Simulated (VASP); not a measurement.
A run of VASP 6.6.1 is set up as follows.

The input INCAR:

```
ALGO = Normal
EDIFF = 1E-6
EDIFFG = -0.005
ENCUT = 600
GGA = PE
IBRION = 2
ISIF = 3
ISMEAR = -1
LASPH = True
LCHARG = False
LREAL = False
LWAVE = False
NELM = 60
NSW = 60
PREC = Accurate
PSTRESS = 890.0
SIGMA = 0.1
```

KPOINTS

```
k-points
0
Gamma
  18 18 18
```

File POSCAR:

```
Sc
1.0
   -1.4719826212      1.4719826212      1.4719826212
    1.4719826212     -1.4719826212      1.4719826212
    1.4719826212      1.4719826212     -1.4719826212
Sc
1
Direct
    0.0000000000      0.0000000000      0.0000000000
```

Potentials or basis: VASP PAW PBE potentials, release 64 (Sc_sv).

Launch:

```bash
$ cat potpaw_PBE.64/Sc_sv/POTCAR > POTCAR
$ mpirun -np 1 vasp_std > vasp.out
```

What does it give for the relaxed volume?

12.89 Å³/atom.

Estimate the relaxed cell.

a = 2.558 Å, b = 2.558 Å, c = 2.558 Å, α = 109.47°, β = 109.47°, γ = 109.47°.

What does it give for the space group after relaxing (to 0.05 Å)?

Im-3m (No. 229).

The path:
```csv
step,energy change (eV),largest force (eV/Å),pressure (GPa),volume (Å³)
1,0.0000,0.0000,91.48,12.76
2,-0.2021,0.0000,84.49,13.13
3,-0.0722,0.0000,88.99,12.89
```

Caveat: the cell is relaxed towards a set pressure, so the enthalpy falls and the energy may rise.
